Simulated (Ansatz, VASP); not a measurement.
## BP in VASP and in Ansatz

```
CELL_PARAMETERS angstrom
0.00000 2.29886 2.29886
2.29886 0.00000 2.29886
2.29886 2.29886 0.00000
ATOMIC_POSITIONS crystal
B 0.00000 0.00000 0.00000
P 0.75000 0.75000 0.75000
```

Change from the starting cell: volume scaled by 1.04, PAW files.

Alike in both runs: task electric field gradients; functional LDA; k mesh 15 × 15 × 15; occupations fermi-dirac, width 0.05 eV; no spin polarisation.

```csv
,VASP,Ansatz
version,VASP 6.6.1,Ansatz 0.2.0
potentials or method,"VASP PAW LDA potentials, release 64 (B, P)","PAW with Ansatz's default frozen-core files, scalar-relativistic"
plane-wave cutoff (eV),520,420
valence electrons in the cell,8,8
```

VASP gave:

- pressure (GPa): -11.0

Q: Which values does Ansatz return?

A: Pressure (GPa): -10.9.

LDA's correlation is that of Perdew and Zunger in VASP and of Perdew and Wang (1992) in Ansatz.
